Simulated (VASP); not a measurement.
The system is WS2, a slab with vacuum.

```
W S
1.0
     3.18321    0.00000    0.00000
    -1.59160    2.75674    0.00000
     0.00000    0.00000   23.66876
W S
2 4
Cartesian
  0.0000 1.8378 15.0845
  1.5916 0.9189 8.5842
  0.0000 1.8378 7.0253
  1.5916 0.9189 13.5253
  0.0000 1.8378 10.1434
  1.5916 0.9189 16.6435
```

Base run:

```yaml
Program: VASP 6.6.1
Functional: PBEsol
Potentials_or_basis: VASP PAW PBE potentials, release 64 (W_sv, S)
Cutoff: 520 eV
k_mesh: 9 × 9 × 2
Occupations: fermi-dirac, width 0.1 eV
Spin: no spin polarisation
```

Its results: band gap on the k mesh 1.46 eV (least direct gap 1.76 eV); largest force 0.093 eV/Å.

Question: The run is repeated on the same cell with these changes: functional from PBEsol to r2SCAN; further incar settings from ALGO = Normal; EDIFF = 1e-07; NBANDS = 35 to ALGO = Normal; EDIFF = 1e-06; NBANDS = 35. What comes out?

Answer: Band gap on the k mesh 1.58 eV (least direct gap 1.90 eV); largest force 0.013 eV/Å.

Caveats: there is no dipole correction, which matters where the two faces differ; the PAW data sets were made with another functional, which shifts forces and pressure a little; spin-orbit coupling is left out, which moves the levels of the heavy elements.

A k mesh can miss the band edges.
